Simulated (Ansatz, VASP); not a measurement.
## One calculation of Si2W3, two programs

The input INCAR:

```
SYSTEM = Si2W3
ALGO     = Fast           ! electronic algorithm
EDIFF    = 1E-6           ! SCF threshold, eV
ENCUT    = 520            ! plane-wave cutoff, eV
GGA      = PS             ! functional
ISIF     = 2              ! what is computed and relaxed
ISMEAR   = 0              ! smearing method
LASPH    = .TRUE.         ! aspherical terms in the spheres
LCHARG   = .FALSE.        ! write CHGCAR
LREAL    = .FALSE.        ! projectors in reciprocal space
LWAVE    = .FALSE.        ! write WAVECAR
NBANDS   = 61             ! bands
NELM     = 80             ! most SCF steps
PREC     = Accurate       ! precision mode
SIGMA    = 0.15           ! smearing width, eV
```

File KPOINTS:

```
k-points
0
G
  6 6 12
  0 0 0
```

POSCAR

```
Si2W3
1.0
    6.5824376030      0.0000000000      0.0000000000
    0.0000000000      6.5824376030      0.0000000000
    0.0000000000      0.0000000000      3.2749106436
Si W
4 6
Direct
    0.1358716288      0.6358716288      0.0000000000
    0.8677150068      0.3677150068      0.0000000000
    0.6287071489      0.8605505269      0.0000000000
    0.3605505269      0.1287071489      0.0000000000
    0.5001617941      0.5006808272      0.0000000000
    0.0006808272      0.0001617941      0.0000000000
    0.6600811223      0.1600811223      0.5000000000
    0.3403658187      0.8403658187      0.5000000000
    0.1597594533      0.3400441497      0.5000000000
    0.8400441497      0.6597594533      0.5000000000
```

Input for Ansatz:

```yaml
crystal:
  lattice:
    - [6.582437603, 0.0, 0.0]
    - [0.0, 6.582437603, 0.0]
    - [0.0, 0.0, 3.2749106436]
  atoms:
    - { symbol: Si, position: [0.1358716288, 0.6358716288, 0.0] }
    - { symbol: Si, position: [0.8677150068, 0.3677150068, 0.0] }
    - { symbol: Si, position: [0.6287071489, 0.8605505269, 0.0] }
    - { symbol: Si, position: [0.3605505269, 0.1287071489, 0.0] }
    - { symbol: W, position: [0.5001617941, 0.5006808272, 0.0] }
    - { symbol: W, position: [0.0006808272, 0.0001617941, 0.0] }
    - { symbol: W, position: [0.6600811223, 0.1600811223, 0.5] }
    - { symbol: W, position: [0.3403658187, 0.8403658187, 0.5] }
    - { symbol: W, position: [0.1597594533, 0.3400441497, 0.5] }
    - { symbol: W, position: [0.8400441497, 0.6597594533, 0.5] }
basis:
  ecutwfc: 420
kpoints:
  mp_grid: { grid: [6, 6, 12] }
hamiltonian:
  xc: pbesol
scf:
  occupations: { method: gaussian, width: 0.15 }
output:
  forces: true
  stress: true
  eigenvalues: true
```

Change from the starting cell: mode 27 (413.1 1/cm) frozen in, largest displacement +0.050 Å.

Alike in both runs: task single point; functional PBEsol; k mesh 6 × 6 × 12; occupations gaussian, width 0.15 eV; no spin polarisation.

```csv
,VASP,Ansatz
version,VASP 6.6.1,Ansatz 0.2.0
potentials or method,"VASP PAW PBE potentials, release 64 (Si, W_sv), cutoff 520 eV","scalar-relativistic, plane waves, PAW"
valence electrons in the cell,100,100
```

Ansatz gave:

| Property | Result |
| --- | --- |
| gap on the k mesh at the Fermi level (eV) | none |
| pressure (GPa) | 0.1 |
| traceless stress, the component that is largest in VASP (GPa) | 0.09 |
| rms of the force components (eV/Å) | 0.286 |

Which values does VASP return?

gap on the k mesh at the Fermi level (eV): none; pressure (GPa): 0.6; traceless stress, the component that is largest in VASP (GPa): 0.11; rms of the force components (eV/Å): 0.287.

VASP's potentials were made for PBE, not for PBEsol. Atom by atom the forces differ by 0.003 eV/Å (rms over components). A gap of «none» marks a metal or a gap that the smearing closes. With one functional, cell and mesh, what is left measures potentials, basis and numerics.

Neither program's run includes spin-orbit coupling.
